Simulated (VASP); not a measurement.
The system is ReOs2.

```
Re Os
1.0
     3.45091    0.00000    0.00000
    -1.72546    2.98858    0.00000
     0.00000    0.00000    3.72607
Re Os
1 2
Direct
  0.00000 0.00000 0.00000
  0.33333 0.66667 0.50000
  0.66667 0.33333 0.50000
```

| Item | Value |
| --- | --- |
| Program | VASP 6.6.1 |
| Task | relaxation of cell and atoms |
| Functional | PBE |
| Potentials or basis | VASP PAW PBE potentials, release 64 (Re, Os) |
| Cutoff | 600 eV |
| k mesh | 6 × 6 × 6 |
| Occupations | gaussian, width 0.1 eV |
| Spin | no spin polarisation |

At the start: pressure 202.3 GPa; volume 12.81 Å³/atom.

How do energy, volume and symmetry change on relaxing?

Over 19 steps the energy falls by 4408.5 meV/atom and the volume is 14.80 Å³/atom (+15.6 %); space group P6/mmm (No. 191, to 0.05 Å).

The path:
| step | energy change (eV) | largest force (eV/Å) | pressure (GPa) | volume (Å³) |
| --- | --- | --- | --- | --- |
| 1 | 0.0000 | 0.0000 | 202.27 | 38.43 |
| 2 | 19.2342 | 0.0000 | -25.22 | 197.02 |
| 3 | -4.6048 | 0.0000 | -45.82 | 77.03 |
| 4 | -7.9573 | 0.0000 | -40.01 | 65.07 |
| 5 | -8.3012 | 0.0000 | 41.32 | 47.49 |
| 6 | -9.4075 | 0.0000 | -20.29 | 56.75 |
| 7 | -9.5076 | 0.0000 | -8.98 | 54.18 |
| 8 | -9.5079 | 0.0000 | -10.71 | 54.53 |
| 9 | -11.9186 | 0.0000 | -8.38 | 48.26 |
| 10 | -12.5227 | 0.0000 | 40.07 | 40.67 |
| 11 | -12.9674 | 0.0000 | 1.06 | 44.96 |
| 12 | -13.0437 | 0.0000 | 22.37 | 42.05 |
| 13 | -13.1668 | 0.0000 | 9.95 | 43.43 |
| 14 | -13.1697 | 0.0000 | 12.05 | 43.15 |
| 15 | -12.5252 | 0.0000 | -24.58 | 48.12 |
| 16 | -13.2204 | 0.0000 | 1.38 | 44.19 |
| 17 | -13.2209 | 0.0000 | 2.17 | 44.11 |
| 18 | -13.2147 | 0.0000 | -3.44 | 44.87 |
| 19 | -13.2254 | 0.0000 | -0.09 | 44.40 |

Final structure:
```
CELL_PARAMETERS angstrom
4.32745 0.00000 0.00000
-2.16372 3.74768 0.00000
0.00000 0.00000 2.73797
ATOMIC_POSITIONS crystal
Re 0.00000 0.00000 0.00000
Os 0.33333 0.66667 0.50000
Os 0.66667 0.33333 0.50000
```

Caveat: the volume moved by over 15 % at a fixed basis, so the end points are rough.
